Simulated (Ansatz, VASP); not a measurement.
**In3Sb in VASP and in Ansatz**

```xyz
4
Lattice="4.7237 0.0000 0.0000 0.0000 4.7237 0.0000 0.0000 0.0000 4.7237" Properties=species:S:1:pos:R:3 pbc="T T T"
In    2.3618    2.3618    0.0000
In    2.3618    0.0000    2.3618
In    0.0000    2.3618    2.3618
Sb    0.0000    0.0000    0.0000
```

Alike in both runs: functional PBEsol; k mesh 10 × 10 × 10; occupations gaussian, width 0.1 eV; no spin polarisation.

Ansatz relaxed the structure, and its values are those at the end. VASP's run is a single point on that final structure, the one shown.

|  | VASP | Ansatz |
| --- | --- | --- |
| version | VASP 6.6.1 | Ansatz 0.2.0 |
| potentials or method | VASP PAW PBE potentials, release 64 (In_d, Sb), cutoff 520 eV | scalar-relativistic, plane waves, PAW |
| valence electrons in the cell | 44 | 54 |

```tsv
	VASP	Ansatz	Ansatz less VASP
gap on the k mesh at the Fermi level (eV)	none	none	-
pressure (GPa)	0.0	0.0	-0.03
```

VASP's potentials were made for PBE, not for PBEsol. A gap of «none» marks a metal or a gap that the smearing closes. VASP's potentials hold 44 valence electrons a cell and Ansatz's 54, so a difference there can come from the potentials and not from the codes.

Neither program's run includes spin-orbit coupling.
